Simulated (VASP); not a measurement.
# Li5NbO5 (C2/m) in VASP: further runs, part 2 of 2

VASP 6.6.1. Earlier steps stand in the parts before.

**3. Single point, PBEsol (biaxial strain in the a-b plane: +3.0 %, then relaxed in part)**

The input, INCAR:

```
SYSTEM = Li5NbO5
ALGO = Normal
EDIFF = 1E-6
ENCUT = 520
GGA = PS
ISIF = 2
ISMEAR = 0
LASPH = .TRUE.
LCHARG = .FALSE.
LREAL = .FALSE.
LWAVE = .FALSE.
NBANDS = 40
NELM = 80
PREC = Accurate
SIGMA = 0.02
```

The input, KPOINTS:

```
k-points
0
G
  6 6 4
  0 0 0
```

The input, POSCAR:

```
Li5NbO5
1.0
    4.9688799578     -2.0641063712     -0.0325769731
    4.9688799578      2.0641063712     -0.0325769731
   -1.9548531109      0.0000000000      5.4206491428
Li Nb O
5 1 5
Direct
    0.7123472904      0.7123472904      0.3382169123
    0.6910898148      0.6910898148      0.8628586819
    0.0000000000      0.0000000000      0.5000000000
    0.3089101852      0.3089101852      0.1371413181
    0.2876527096      0.2876527096      0.6617830877
    0.0000000000      0.0000000000      0.0000000000
    0.8574091979      0.8574091979      0.1728951794
    0.8410524048      0.8410524048      0.6819505238
    0.5000000000      0.5000000000      0.0000000000
    0.1589475952      0.1589475952      0.3180494762
    0.1425908021      0.1425908021      0.8271048206
```

Potentials or basis: VASP PAW PBE potentials, release 64 (Li_sv, Nb_sv, O).

Command:

```
$ cat potpaw_PBE.64/Li_sv/POTCAR potpaw_PBE.64/Nb_sv/POTCAR potpaw_PBE.64/O/POTCAR > POTCAR
$ mpirun -np 1 vasp_std > vasp.out
```

Wall time 4.3 min (1 thread of AMD EPYC 7R13 (Zen 3), shared host); peak memory 0.32 GiB.

It converged, with:

```yaml
Free_energy: -72.2547 eV
Largest_force: 0.022 eV/Å
Band_gap_on_the_k_mesh: 3.12 eV (least direct gap 3.25 eV)
```

Forces in eV/Å, atoms in the order of the input:
```
Li  -0.015  0.000 -0.005
Li  -0.014  0.000 -0.015
Li   0.000  0.000  0.000
Li   0.014  0.000  0.015
Li   0.015  0.000  0.005
Nb   0.000  0.000  0.000
O    0.015  0.000 -0.016
O    0.009  0.000  0.015
O    0.000  0.000  0.000
O   -0.009  0.000 -0.015
O   -0.015  0.000  0.016
```

Levels at points of the mesh, in eV from the valence-band top:
| k point | band 26 | band 27 | band 28 | band 29 | band 30 | band 31 | band 32 | band 33 |
| --- | --- | --- | --- | --- | --- | --- | --- | --- |
| (0.00, 0.00, 0.00) | -0.53 | -0.33 | -0.23 | -0.08 | 3.17 | 3.38 | 4.29 | 4.47 |
| (0.50, 0.00, 0.00) | -0.50 | -0.34 | -0.16 | -0.09 | 4.15 | 4.58 | 4.78 | 4.92 |
| (0.50, 0.50, 0.00) | -1.13 | -1.04 | -0.55 | -0.13 | 3.18 | 3.64 | 3.72 | 5.22 |
| (0.00, 0.00, 0.50) | -1.08 | -0.93 | -0.62 | -0.37 | 3.31 | 3.71 | 4.38 | 5.42 |
| (0.50, 0.00, 0.50) | -0.88 | -0.53 | -0.37 | -0.17 | 4.29 | 4.63 | 4.77 | 5.55 |
| (0.50, 0.50, 0.50) | -0.73 | -0.68 | -0.58 | -0.28 | 3.12 | 3.39 | 4.44 | 5.75 |

Caveat: the cell differs from its parent crystal (biaxial strain in the a-b plane: +3.0 %, then relaxed in part); the cutoff is under 1.25 times the usual one of these potentials, so pressure, stress and relaxed cells hold a basis-set (Pulay) error; the PAW data sets were made with another functional, which shifts forces and pressure a little.

**4. Relaxation of shape and atoms at fixed volume, PBEsol (9.04 Å³/atom)**

This run uses another cell than the first one, of 9.04 Å³/atom.

The input, INCAR:

```
  PREC = Accurate
  ENCUT = 600
  EDIFF = 1E-6
  ISMEAR = 0
  SIGMA = 0.02
  LREAL = F
  LASPH = T
  NELM = 80
  ALGO = Normal
  ISIF = 4
  LWAVE = F
  LCHARG = F
  GGA = PS
  IBRION = 2
  NSW = 50
  EDIFFG = -0.01
```

The input, KPOINTS:

```
regular mesh
0
Gamma
  6 6 4
```

The input, POSCAR:

```
Li5NbO5
1.0
    4.7093367612     -1.9714644141      0.0025835425
    4.7093367612      1.9714644141      0.0025835425
   -1.8167577228      0.0000000000      5.3534025911
Li Nb O
5 1 5
Direct
    0.7087881687      0.7087881687      0.3428820662
    0.6895564821      0.6895564821      0.8596989112
    0.0000000000      0.0000000000      0.5000000000
    0.3104435179      0.3104435179      0.1403010888
    0.2912118313      0.2912118313      0.6571179338
    0.0000000000      0.0000000000      0.0000000000
    0.8519989653      0.8519989653      0.1745845232
    0.8414303705      0.8414303705      0.6790097631
    0.5000000000      0.5000000000      0.0000000000
    0.1585696295      0.1585696295      0.3209902369
    0.1480010347      0.1480010347      0.8254154768
```

Command:

```
$ cat potpaw_PBE.64/Li_sv/POTCAR potpaw_PBE.64/Nb_sv/POTCAR potpaw_PBE.64/O/POTCAR > POTCAR
$ mpirun -np 1 vasp_std > vasp.out
```

Wall time 10 min (1 thread of Intel Xeon 6975P-C (Granite Rapids), shared host); peak memory 0.41 GiB.

Results (log left out):

```yaml
Free_energy: -72.2689 eV
Energy_gained_by_relaxing: 1.4 meV/atom
Ionic_steps: 10
Pressure_after_relaxing: 6.8 GPa
Largest_force_after_relaxing: 0.008 eV/Å
Band_gap_on_the_k_mesh: 3.15 eV
```

Forces in eV/Å, atoms in the order of the input:
```
Li   0.001  0.000 -0.008
Li   0.002  0.000  0.006
Li   0.000  0.000  0.000
Li  -0.002  0.000 -0.006
Li  -0.001  0.000  0.008
Nb   0.000  0.000  0.000
O   -0.001  0.000 -0.001
O    0.002  0.000 -0.005
O    0.000  0.000  0.000
O   -0.002  0.000  0.005
O    0.001  0.000  0.001
```

Step by step:
```
step  energy change (eV)  largest force (eV/Å)  pressure (GPa)  volume (Å³)
   1              0.0000                0.4076            8.43        99.42
   2             -0.0058                0.2852            6.74        99.42
   3             -0.0096                0.0945            7.36        99.42
   4             -0.0118                0.0838            7.23        99.42
   5             -0.0137                0.0726            6.92        99.42
   6             -0.0149                0.0353            6.85        99.42
   7             -0.0149                0.0346            6.84        99.42
   8             -0.0151                0.0223            6.82        99.42
   9             -0.0152                0.0164            6.83        99.42
  10             -0.0152                0.0076            6.84        99.42
```

Final structure:
```xyz
11
Lattice="4.6863 -1.9806 0.0008 4.6863 1.9806 0.0008 -1.8099 0.0000 5.3555" Properties=species:S:1:pos:R:3 pbc="T T T"
Li    5.9936    0.0000    1.8339
Li    4.8955    0.0000    4.5898
Li   -0.9049    0.0000    2.6778
Li    2.6673    0.0000    0.7674
Li    1.5692    0.0000    3.5233
Nb    0.0000    0.0000    0.0000
O     7.6527    0.0000    0.9386
O     6.6537    0.0000    3.6238
O     4.6863    0.0000    0.0008
O     0.9091    0.0000    1.7334
O    -0.0899    0.0000    4.4186
```

Levels at points of the mesh, in eV from the valence-band top:
| k point | band 25 | band 26 | band 27 | band 28 | band 29 | band 30 | band 31 | band 32 | band 33 | band 34 |
| --- | --- | --- | --- | --- | --- | --- | --- | --- | --- | --- |
| (0.00, 0.00, 0.00) | -1.24 | -0.63 | -0.37 | -0.15 | 0.00 | 3.15 | 3.57 | 4.48 | 4.72 | 6.79 |
| (0.50, 0.00, 0.00) | -0.74 | -0.44 | -0.34 | -0.23 | -0.16 | 4.31 | 4.86 | 5.02 | 5.24 | 8.76 |
| (0.50, 0.50, 0.00) | -1.32 | -1.28 | -1.24 | -0.57 | -0.12 | 3.26 | 3.64 | 3.74 | 5.55 | 6.88 |
| (0.00, 0.00, 0.50) | -1.30 | -1.29 | -0.92 | -0.71 | -0.25 | 3.49 | 3.75 | 4.67 | 5.55 | 6.83 |
| (0.50, 0.00, 0.50) | -0.99 | -0.81 | -0.51 | -0.49 | -0.31 | 4.52 | 4.98 | 5.18 | 5.64 | 8.98 |
| (0.50, 0.50, 0.50) | -1.30 | -0.78 | -0.68 | -0.59 | -0.23 | 3.19 | 3.40 | 4.57 | 6.14 | 6.71 |

Caveat: the cutoff is under 1.25 times the usual one of these potentials, so pressure, stress and relaxed cells hold a basis-set (Pulay) error; the PAW data sets were made with another functional, which shifts forces and pressure a little. A k mesh can miss the band edges.

**5. Single point, PBEsol**

This run uses another cell than the first one, of 9.62 Å³/atom.

The input, INCAR:

```
SYSTEM = Li5NbO5
ALGO = Normal
EDIFF = 1E-7
ENCUT = 520
GGA = PS
ISIF = 2
ISMEAR = 0
LASPH = .TRUE.
LCHARG = .FALSE.
LREAL = .FALSE.
LWAVE = .FALSE.
NBANDS = 40
NELM = 80
PREC = Accurate
SIGMA = 0.05
```

The input, KPOINTS:

```
k-points
0
G
  6 6 4
  0 0 0
```

The input, POSCAR:

```
Li5NbO5
1.0
    4.8242578661     -2.0039867772      0.0032473778
    4.8242578661      2.0039867772      0.0032473778
   -1.8604005238      0.0000000000      5.4689857532
Li Nb O
5 1 5
Direct
    0.7111738868      0.7111738868      0.3432548312
    0.6905813805      0.6905813805      0.8621087993
    0.0000000000      0.0000000000      0.5000000000
    0.3094186195      0.3094186195      0.1378912007
    0.2888261132      0.2888261132      0.6567451688
    0.0000000000      0.0000000000      0.0000000000
    0.8536121833      0.8536121833      0.1738324169
    0.8423433983      0.8423433983      0.6817848339
    0.5000000000      0.5000000000      0.0000000000
    0.1576566017      0.1576566017      0.3182151661
    0.1463878167      0.1463878167      0.8261675831
```

Command:

```
$ cat potpaw_PBE.64/Li_sv/POTCAR potpaw_PBE.64/Nb_sv/POTCAR potpaw_PBE.64/O/POTCAR > POTCAR
$ mpirun -np 1 vasp_std > vasp.out
```

Run time: 3.9 min. Hardware: 1 thread of Intel Xeon Platinum 8488C (Sapphire Rapids), shared host; peak memory 0.34 GiB.

It converged, with:

```yaml
Free_energy: -72.3973 eV
Largest_force: 0.030 eV/Å
Band_gap_on_the_k_mesh: 3.18 eV (least direct gap 3.21 eV)
```

Forces on the atoms (eV/Å):
```
Li  -0.020  0.000 -0.001
Li  -0.016  0.000 -0.015
Li   0.000  0.000  0.000
Li   0.016  0.000  0.015
Li   0.020  0.000  0.001
Nb   0.000  0.000  0.000
O    0.025  0.000 -0.017
O    0.012  0.000  0.016
O    0.000  0.000  0.000
O   -0.012  0.000 -0.016
O   -0.025  0.000  0.017
```

Levels at points of the mesh, in eV from the valence-band top:
| k point | band 25 | band 26 | band 27 | band 28 | band 29 | band 30 | band 31 | band 32 | band 33 | band 34 |
| --- | --- | --- | --- | --- | --- | --- | --- | --- | --- | --- |
| (0.00, 0.00, 0.00) | -1.13 | -0.53 | -0.30 | -0.11 | -0.03 | 3.18 | 3.52 | 4.37 | 4.68 | 6.52 |
| (0.50, 0.00, 0.00) | -0.60 | -0.41 | -0.34 | -0.11 | -0.10 | 4.24 | 4.91 | 4.97 | 5.12 | 8.40 |
| (0.50, 0.50, 0.00) | -1.15 | -1.14 | -1.09 | -0.55 | -0.09 | 3.27 | 3.63 | 3.70 | 5.53 | 6.62 |
| (0.00, 0.00, 0.50) | -1.16 | -1.15 | -0.88 | -0.61 | -0.22 | 3.44 | 3.71 | 4.54 | 5.54 | 6.56 |
| (0.50, 0.00, 0.50) | -1.00 | -0.78 | -0.47 | -0.36 | -0.18 | 4.46 | 4.88 | 5.07 | 5.66 | 8.61 |
| (0.50, 0.50, 0.50) | -1.17 | -0.67 | -0.58 | -0.58 | -0.22 | 3.20 | 3.40 | 4.49 | 6.09 | 6.43 |

Caveat: the cutoff is under 1.25 times the usual one of these potentials, so pressure, stress and relaxed cells hold a basis-set (Pulay) error; the PAW data sets were made with another functional, which shifts forces and pressure a little. A k mesh can miss the band edges.

**6. The runs side by side**

```csv
task,cell,cutoff (eV),smearing,gap on the mesh (eV),largest force (eV/Å)
single point,"a = 5.381, b = 5.381, c = 5.702 Å, angles 108.0, 108.0, 45.1°, 11 atoms, atomic positions A",520,gaussian 0.02 eV,3.10,0.23
single point,"a = 5.381, b = 5.381, c = 5.762 Å, angles 108.6, 108.6, 45.1°, 11 atoms, atomic positions B",520,gaussian 0.02 eV,3.12,0.02
relaxation of shape and atoms at fixed volume,"relaxed from a = 5.105, b = 5.105, c = 5.653 Å, angles 107.2, 107.2, 45.4°, 11 atoms, atomic positions C",600,gaussian 0.02 eV,3.15,0.01
single point,"a = 5.224, b = 5.224, c = 5.777 Å, angles 107.3, 107.3, 45.1°, 11 atoms, atomic positions D",520,gaussian 0.05 eV,3.18,0.03
```

Alike in all rows: level PBEsol; potentials or basis VASP PAW PBE potentials, release 64 (Li_sv, Nb_sv, O); no spin polarisation; k mesh 6 × 6 × 4.

Caveats: the cutoff is under 1.25 times the usual one of these potentials, so pressure, stress and relaxed cells hold a basis-set (Pulay) error; the PAW data sets were made with another functional, which shifts forces and pressure a little.

Absolute energies hang on the potentials; compare differences alone.
